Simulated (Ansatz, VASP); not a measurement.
**BaTiO3: VASP beside Ansatz**

The input INCAR:

```
PREC     = Accurate       # precision mode
ENCUT    = 520            # plane-wave cutoff, eV
EDIFF    = 1E-7           # SCF threshold, eV
ISMEAR   = 0              # smearing method
SIGMA    = 0.05           # smearing width, eV
LREAL    = F              # projectors in reciprocal space
LASPH    = T              # aspherical terms in the spheres
NELM     = 100            # most SCF steps
ALGO     = Normal         # electronic algorithm
ISIF     = 2              # what is computed and relaxed
LWAVE    = F              # write WAVECAR
LCHARG   = T              # write CHGCAR
GGA      = PE             # functional
LELF     = T              # ELF
LVHAR    = T            
NBANDS   = 28             # bands
```

Contents of KPOINTS:

```
Automatic mesh
0
Gamma
  8 8 8
```

The input POSCAR:

```
BaTiO3
1.0
    4.0359482420     -0.0031561106      0.0146195375
   -0.0031561106      4.0038042520     -0.0436906273
    0.0146197174     -0.0436911650      4.0055284684
Ba Ti O
1 1 3
Direct
   -0.0000006521     -0.0088992771      0.0071687811
    0.4839311396      0.4859352571      0.4807513754
    0.5323418355      0.5175077529     -0.0050253734
    0.4960091283      0.0088418169      0.4857628591
   -0.0122814513      0.4966144502      0.5313423578
```

Input for Ansatz:

```yaml
crystal:
  lattice:
    - [4.035948242, -0.0031561106, 0.0146195375]
    - [-0.0031561106, 4.003804252, -0.0436906273]
    - [0.0146197174, -0.043691165, 4.0055284684]
  atoms:
    - { symbol: Ba, position: [-6.521e-07, -0.0088992771, 0.0071687811] }
    - { symbol: Ti, position: [0.4839311396, 0.4859352571, 0.4807513754] }
    - { symbol: O, position: [0.5323418355, 0.5175077529, -0.0050253734] }
    - { symbol: O, position: [0.4960091283, 0.0088418169, 0.4857628591] }
    - { symbol: O, position: [-0.0122814513, 0.4966144502, 0.5313423578] }
basis:
  ecutwfc: 420
kpoints:
  mp_grid: { grid: [8, 8, 8] }
hamiltonian:
  xc: pbe
scf:
  occupations: { method: gaussian, width: 0.05 }
output:
  forces: true
  stress: true
  eigenvalues: true
```

Change from the starting cell: all atoms moved at random (sigma 0.1 Å a component), cell strained at random (sigma 0.01).

Alike in both runs: task single point; functional PBE; k mesh 8 × 8 × 8; occupations gaussian, width 0.05 eV; no spin polarisation.

```csv
,VASP,Ansatz
version,VASP 6.6.1,Ansatz 0.2.0
potentials or method,"VASP PAW PBE potentials, release 64 (Ba_sv, Ti_sv, O), cutoff 520 eV","scalar-relativistic, plane waves, PAW"
valence electrons in the cell,40,40
```

Ansatz gave:

```
gap on the k mesh at the Fermi level (eV)                     : 1.87
least direct gap on the mesh (eV)                             : 2.05
pressure (GPa)                                                : 1.2
traceless stress, the component that is largest in VASP (GPa) : 3.08
rms of the force components (eV/Å)                            : 0.543
```

Q: What did VASP give for the same quantities?

A: gap on the k mesh at the Fermi level (eV): 1.81; least direct gap on the mesh (eV): 2.03; pressure (GPa): 3.0; traceless stress, the component that is largest in VASP (GPa): 3.18; rms of the force components (eV/Å): 0.548.

Atom by atom the forces differ by 0.024 eV/Å (rms over components).

Neither program's run includes spin-orbit coupling.
